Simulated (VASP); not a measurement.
# Si2W3 (P4/m) in VASP: single point with PBEsol

Aim: the single point of Si2W3 with PBEsol.

Program: VASP 6.6.1. These are calculated values, not measurements. Logs are shortened: lines on timing, memory, paths and dates and some standing lists are left out, and cuts for length are marked.

## (1) The cell of the first run

It takes space group P4/m (No. 83, tetragonal). Conventional cell: a = 6.582 Å, b = 6.582 Å, c = 3.275 Å, α = 90.00°, β = 90.00°, γ = 90.00°. Within 3.3 Å of Si (site symmetry m) lie 3 Si at 2.50 to 3.27 Å and 8 W at 2.52 to 2.59 Å. W (site symmetry 4/m) has 4 Si at 2.54 Å and 10 W at 3.01 to 3.27 Å within 3.4 Å. W (site symmetry 4/m) has 4 Si at 2.59 Å and 10 W at 2.93 to 3.27 Å within 3.4 Å. Within 3.3 Å of W (site symmetry m) lie 6 Si at 2.52 to 2.55 Å and 7 W at 2.93 to 3.27 Å.

## (2) Single point, PBEsol (atoms displaced along a vibrational mode)

INCAR reads:

```
PREC     = Accurate       # precision mode
ENCUT    = 520            # plane-wave cutoff, eV
EDIFF    = 1E-6           # SCF threshold, eV
ISMEAR   = 0              # smearing method
SIGMA    = 0.15           # smearing width, eV
LREAL    = False          # projectors in reciprocal space
LASPH    = True           # aspherical terms in the spheres
NELM     = 60             # most SCF steps
ALGO     = Fast           # electronic algorithm
ISIF     = 2              # what is computed and relaxed
LWAVE    = False          # write WAVECAR
LCHARG   = True           # write CHGCAR
GGA      = PS             # functional
LELF     = True           # ELF
LVHAR    = True         
NBANDS   = 61             # bands
```

KPOINTS reads:

```
regular mesh
0
Gamma
  6 6 12
```

POSCAR reads:

```
Si2W3
1.0
    6.5824376030      0.0000000000      0.0000000000
    0.0000000000      6.5824376030      0.0000000000
    0.0000000000      0.0000000000      3.2749106436
Si W
4 6
Direct
    0.1369216936      0.6312349284      0.0000000000
    0.8630783064      0.3687650716      0.0000000000
    0.6312349284      0.8630783064      0.0000000000
    0.3687650716      0.1369216936      0.0000000000
    0.5000000000      0.5000000000      0.0000000000
    0.0000000000      0.0000000000      0.0000000000
    0.6652288139      0.1544864897      0.5000000000
    0.3347711861      0.8455135103      0.5000000000
    0.1544864897      0.3347711861      0.5000000000
    0.8455135103      0.6652288139      0.5000000000
```

Potentials or basis: VASP PAW PBE potentials, release 64 (Si, W_sv).

Run with:

```
> cat potpaw_PBE.64/Si/POTCAR potpaw_PBE.64/W_sv/POTCAR > POTCAR
> mpirun -np 1 vasp_std > vasp.out
```

OUTCAR:

```text
PREC = Accurate
   ENCUT = 520
   EDIFF = 1E-6
   ISMEAR = 0
   LREAL = False
   LASPH = True
   NELM = 60
   ISIF = 2
   GGA = PS

 ion  position               nearest neighbor table
   1  0.137  0.631  0.000-   2 2.50   8 2.52   8 2.52  10 2.53  10 2.53   5 2.54   9 2.55   9 2.55
                             6 2.59
   2  0.863  0.369  0.000-   1 2.50   7 2.52   7 2.52   9 2.53   9 2.53   5 2.54  10 2.55  10 2.55
                             6 2.59
   3  0.631  0.863  0.000-   4 2.50  10 2.52  10 2.52   7 2.53   7 2.53   5 2.54   8 2.55   8 2.55
                             6 2.59
   4  0.369  0.137  0.000-   3 2.50   9 2.52   9 2.52   8 2.53   8 2.53   5 2.54   7 2.55   7 2.55
                             6 2.59
   5  0.500  0.500  0.000-   1 2.54   2 2.54   3 2.54   4 2.54   7 3.01   8 3.01   9 3.01  10 3.01
                             7 3.01   8 3.01   9 3.01  10 3.01
   6  0.000  0.000  0.000-   1 2.59   2 2.59   3 2.59   4 2.59   7 2.93   8 2.93   9 2.93  10 2.93
                             7 2.93   8 2.93   9 2.93  10 2.93
   7  0.665  0.154  0.500-   2 2.52   2 2.52   3 2.53   3 2.53   4 2.55   4 2.55   6 2.93   6 2.93
                             8 2.98   5 3.01   5 3.01  10 3.43   9 3.43
   8  0.335  0.846  0.500-   1 2.52   1 2.52   4 2.53   4 2.53   3 2.55   3 2.55   6 2.93   6 2.93
                             7 2.98   5 3.01   5 3.01  10 3.43   9 3.43
   9  0.154  0.335  0.500-   4 2.52   4 2.52   2 2.53   2 2.53   1 2.55   1 2.55   6 2.93   6 2.93
                            10 2.98   5 3.01   5 3.01   7 3.43   8 3.43
  10  0.846  0.665  0.500-   3 2.52   3 2.52   1 2.53   1 2.53   2 2.55   2 2.55   6 2.93   6 2.93
                             9 2.98   5 3.01   5 3.01   7 3.43   8 3.43

  LATTYP: Found a simple tetragonal cell.
 ALAT       =     6.5824376030
 C/A-ratio  =     0.4975224744

  Lattice vectors:

 A1 = (   6.5824376030,   0.0000000000,   0.0000000000)
 A2 = (   0.0000000000,   6.5824376030,   0.0000000000)
 A3 = (   0.0000000000,   0.0000000000,   3.2749106436)

Analysis of symmetry for initial positions (statically):
=====================================================================
 Subroutine PRICEL returns:
 Original cell was already a primitive cell.

 Routine SETGRP: Setting up the symmetry group for a
 simple tetragonal supercell.

 Subroutine GETGRP returns: Found  8 space group operations
 (whereof  8 operations were pure point group operations)
 out of a pool of 16 trial point group operations.

The static configuration has the point symmetry C_4h.

Analysis of symmetry for dynamics (positions and initial velocities):
=====================================================================
 Subroutine PRICEL returns:
 Original cell was already a primitive cell.
[... 133 lines left out ...]
   TEBEG  =    0.0;   TEEND  =   0.0 temperature during run
   PSTRESS=    0.0 pullay stress
   NELECT =     100.0000    total number of electrons
   NUPDOWN=      -1.0000    fix difference up-down
   EMIN   =  10.00;   EMAX   =-10.00  energy-range for DOS
   EFERMI =   0.00;   METHOD = LEGACY
   ISMEAR =     0;   SIGMA  =   0.15  broadening in eV -4-tet -1-fermi 0-gaus
   EFERMI_NEDOS =   21; number of points for ismear=-14 and -15
   IALGO  =     68    algorithm
   IMIX   =      4    mixing-type and parameters
     AMIX     =   0.40;   BMIX     =  1.00
     AMIX_MAG =   1.60;   BMIX_MAG =  1.00
  volume/ion in A,a.u.               =      14.19        95.76
  Fermi-wavevector in a.u.,A,eV,Ry     =   1.456858  2.753062 28.877479  2.122435
  Thomas-Fermi vector in A             =   2.573727
   LORBIT       =      0    0 simple, 1 ext, 2 COOP (PROOUT), +10 PAW based schemes
   GGA     = PS    functional components
   LHFCALC =     F    Hartree Fock is set to
   AEXX    =    0.0000 exact exchange contribution
   IVDW    =     0    specifies the selected vdW correction
   LEPSILON=     F    determine dielectric tensor
   LRPA    =     F    only Hartree local field effects (RPA)
 non-spin polarized calculation
 RMM-DIIS sequential band-by-band and
 Gauss-broadening in eV      SIGMA  =   0.15
  energy-cutoff  :      520.00
  volume of cell :      141.90
 maximum number of plane-waves:      3848
 NGX is ok and might be reduce to    50
   NGX = 25   NGY = 25   NGZ = 13

 number of electron     100.0000012 magnetization

 Free energy of the ion-electron system (eV)
  ---------------------------------------------------
  ext. energy  EPLUGINS =         0.00000000
  ---------------------------------------------------
  free energy    TOTEN  =      -106.26717538 eV

  energy without entropy =     -106.20264484  energy(sigma->0) =     -106.23491011

 E-fermi :  11.9446     XC(G=0): -13.1786

 val. band max:       11.9441413920   @ k =   0.3333   0.3333   0.0000
 cond. band min:      11.9472719898   @ k =   0.5000   0.3333   0.3333
 fundamental gap:      0.0031305978
 Fermi energy:        11.9446078482

 k-point     1 :       0.0000    0.0000    0.0000
  band No.  band energies     occupation
      1     -62.3253      2.00000
      2     -62.3168      2.00000
      3     -62.3082      2.00000
      4     -62.3082      2.00000
      5     -62.1105      2.00000
      6     -61.9870      2.00000
[... 1525 lines left out ...]
     60      13.8174      0.00000
     61      14.0423      0.00000

 [... further k-points ...]
[... 5 lines left out ...]
  --------------------------------------------------------------------------------------
  -------------------------------------------------------------------------------------
  Total        0.5602228      0.5602228      0.3783603      0.0000000      0.0000000      0.0000000
  in kB        6.3255514      6.3255514      4.2721173      0.0000003      0.0000000      0.0000000
  external PRESSURE =       5.6410734 kB  Pullay stress =       0.0000000 kB

 VOLUME and BASIS-vectors are now :
 -----------------------------------------------------------------------------
  energy-cutoff  :      520.00
  volume of cell :      141.90
      direct lattice vectors                 reciprocal lattice vectors
     6.582437603  0.000000000  0.000000000     0.151919404  0.000000000  0.000000000
     0.000000000  6.582437603  0.000000000     0.000000000  0.151919404  0.000000000
     0.000000000  0.000000000  3.274910644     0.000000000  0.000000000  0.305351843

 POSITION                                       TOTAL-FORCE (eV/Angst)
 -----------------------------------------------------------------------------------
      0.90128      4.15506      0.00000         0.009370      0.011366      0.000000
      5.68116      2.42737      0.00000        -0.009370     -0.011366     -0.000000
      4.15506      5.68116      0.00000         0.011366     -0.009370     -0.000000
      2.42737      0.90128      0.00000        -0.011366      0.009370     -0.000000
      3.29122      3.29122      0.00000         0.000000      0.000000     -0.000000
      0.00000      0.00000      0.00000         0.000000      0.000000     -0.000000
      4.37883      1.01690      1.63746        -0.007361      0.052616      0.000000
      2.20361      5.56554      1.63746         0.007361     -0.052616      0.000000
      1.01690      2.20361      1.63746         0.052616      0.007361     -0.000000
      5.56554      4.37883      1.63746        -0.052616     -0.007361      0.000000
 -----------------------------------------------------------------------------------
    total drift:                                0.000000      0.000000     -0.000000

  FREE ENERGIE OF THE ION-ELECTRON SYSTEM (eV)
  ---------------------------------------------------
  free  energy   TOTEN  =      -106.2671753849 eV

  energy  without entropy=     -106.2026448441  energy(sigma->0) =     -106.23491011
```

Run time: 17 min. Hardware: 1 thread of Intel Xeon Platinum 8259CL at 2.50GHz (Skylake/Cascade Lake), shared host; peak memory 0.57 GiB.

Results:

```yaml
Free_energy: -106.2672 eV
Pressure: 0.6 GPa
Largest_force: 0.053 eV/Å
Band_gap_on_the_k_mesh: zero (bands 50 and 51 overlap by 1.91 eV)
```

Forces on the atoms (eV/Å):
```
Si   0.009  0.011  0.000
Si  -0.009 -0.011  0.000
Si   0.011 -0.009  0.000
Si  -0.011  0.009  0.000
W    0.000  0.000  0.000
W    0.000  0.000  0.000
W   -0.007  0.053  0.000
W    0.007 -0.053  0.000
W    0.053  0.007  0.000
W   -0.053 -0.007  0.000
```

Stress tensor (GPa, compression positive):
```
0.63 0.00 0.00
0.00 0.63 0.00
0.00 0.00 0.43
```

Levels at points of the mesh, in eV from the Fermi level:
| k point | band 47 | band 48 | band 49 | band 50 | band 51 | band 52 | band 53 | band 54 |
| --- | --- | --- | --- | --- | --- | --- | --- | --- |
| (0.00, 0.00, 0.00) | -0.86 | -0.86 | -0.59 | -0.16 | -0.16 | 0.14 | 0.88 | 0.88 |
| (0.50, 0.00, 0.00) | -1.18 | -0.83 | -0.82 | -0.75 | -0.73 | -0.58 | 0.38 | 0.66 |
| (0.50, 0.50, 0.00) | -1.46 | -1.45 | -0.07 | -0.07 | -0.02 | -0.02 | 0.04 | 0.04 |
| (0.00, 0.00, 0.50) | -2.11 | -1.58 | -1.50 | -1.41 | 1.73 | 1.94 | 1.94 | 1.96 |
| (0.50, 0.00, 0.50) | -0.57 | -0.35 | -0.07 | 0.07 | 0.50 | 0.78 | 1.82 | 1.83 |
| (0.50, 0.50, 0.50) | -0.41 | -0.06 | 0.83 | 1.18 | 1.18 | 1.21 | 1.61 | 1.61 |

Caveat: the cell differs from its parent crystal (atoms displaced along a vibrational mode); the PAW data sets were made with another functional, which shifts forces and pressure a little; spin-orbit coupling is left out, which moves the levels of the heavy elements.
